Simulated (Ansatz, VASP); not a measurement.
**One calculation of AlN, two programs**

File POSCAR:

```
AlN
1.0
    0.0000000000      2.5222835297      1.6394842943
    2.5222835297      0.0000000000      1.6394842943
    2.5222835297      2.5222835297      0.0000000000
Al N
1 1
Direct
    0.0000000000      0.0000000000      0.0000000000
    0.7500000000      0.7500000000      0.7500000000
```

The input INCAR.step1:

```
ALGO     = Normal         # electronic algorithm
EDIFF    = 1E-4           # SCF threshold, eV
ENCUT    = 520            # plane-wave cutoff, eV
GGA      = PE             # functional
ISMEAR   = 0              # smearing method
LASPH    = True           # aspherical terms in the spheres
LCHARG   = False          # write CHGCAR
LREAL    = False          # projectors in reciprocal space
LWAVE    = True           # write WAVECAR
NBANDS   = 11             # bands
NELM     = 100            # most SCF steps
PREC     = Accurate       # precision mode
SIGMA    = 0.05           # smearing width, eV
```

INCAR.step2

```
ALGO     = Normal         # electronic algorithm
EDIFF    = 1E-6           # SCF threshold, eV
ENCUT    = 520            # plane-wave cutoff, eV
ISIF     = 2              # what is computed and relaxed
ISMEAR   = 0              # smearing method
ISTART   = 1            
LASPH    = True           # aspherical terms in the spheres
LCHARG   = False          # write CHGCAR
LMIXTAU  = True         
LREAL    = False          # projectors in reciprocal space
LWAVE    = False          # write WAVECAR
METAGGA  = R2SCAN         # meta-GGA
NBANDS   = 11             # bands
NELM     = 100            # most SCF steps
PREC     = Accurate       # precision mode
SIGMA    = 0.05           # smearing width, eV
```

The input KPOINTS:

```
k-points
0
Gamma
  10 10 10
```

Input for Ansatz:

```yaml
crystal:
  lattice:
    - [0.0, 2.5222835297, 1.6394842943]
    - [2.5222835297, 0.0, 1.6394842943]
    - [2.5222835297, 2.5222835297, 0.0]
  atoms:
    - { symbol: Al, position: [0.0, 0.0, 0.0] }
    - { symbol: "N", position: [0.75, 0.75, 0.75] }
basis:
  ecutwfc: 500
kpoints:
  mp_grid: { grid: [10, 10, 10] }
hamiltonian:
  xc: r2scan
scf:
  occupations: { method: gaussian, width: 0.05 }
output:
  forces: true
  stress: true
  eigenvalues: true
  write_density: true
  write_potential: true
  elf: true
  volumetric_format: npy
```

Alike in both runs: task single point; functional r2SCAN; k mesh 10 × 10 × 10; occupations gaussian, width 0.05 eV; no spin polarisation.

```csv
,VASP,Ansatz
version,VASP 6.6.1,Ansatz 0.2.0
potentials or method,"VASP PAW PBE potentials, release 64 (Al, N), cutoff 520 eV","scalar-relativistic, plane waves, PAW"
valence electrons in the cell,8,8
```

Ansatz gave:

```
gap on the k mesh at the Fermi level (eV)                     : 3.16
least direct gap on the mesh (eV)                             : 3.16
pressure (GPa)                                                : -15.2
traceless stress, the component that is largest in VASP (GPa) : 25.37
```

Estimate VASP's values.

gap on the k mesh at the Fermi level (eV): 3.18; least direct gap on the mesh (eV): 3.18; pressure (GPa): -15.7; traceless stress, the component that is largest in VASP (GPa): 25.52.

VASP's potentials were made for PBE, not for r2SCAN. With one functional, cell and mesh, what is left measures potentials, basis and numerics.
